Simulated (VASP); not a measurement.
B6Ir, 7 atoms in the cell. Symmetry: P6/mmm, No. 191, hexagonal system. Conventional cell: a = 4.679 Å, b = 4.679 Å, c = 3.252 Å, α = 90.00°, β = 90.00°, γ = 120.00°. B (site symmetry mm2) has 4 B at 1.67 to 1.79 Å within 2.2 Å. Ir (site symmetry 6/mmm) has 12 B at 2.33 Å within 3.1 Å. The cell was generated, and may not be a known phase.

- Program: VASP 6.6.1
- Task: single point
- Functional: PBE
- Potentials or basis: VASP PAW PBE potentials, release 64 (B, Ir)
- Cutoff: 520 eV
- k mesh: 6 × 6 × 4
- Occupations: gaussian, width 0.1 eV
- Spin: no spin polarisation
- Dipole correction: no
- Further INCAR settings: ALGO = Normal; EDIFF = 1e-06; NBANDS = 22

Potentials or basis: VASP PAW PBE potentials, release 64 (B, Ir).

Run with:

```sh
$ cat potpaw_PBE.64/B/POTCAR potpaw_PBE.64/Ir/POTCAR > POTCAR
$ mpirun -np 1 vasp_std > vasp.out
```

Hardware: 1 thread of AMD EPYC 9R45 (Zen 5) (shared host).

Q: Estimate the wall time of this run.

A: Wall time 18 s on 1 thread of AMD EPYC 9R45 (Zen 5) (shared host), peak memory 0.15 GiB. Counts: scf iterations 14, k points 21.
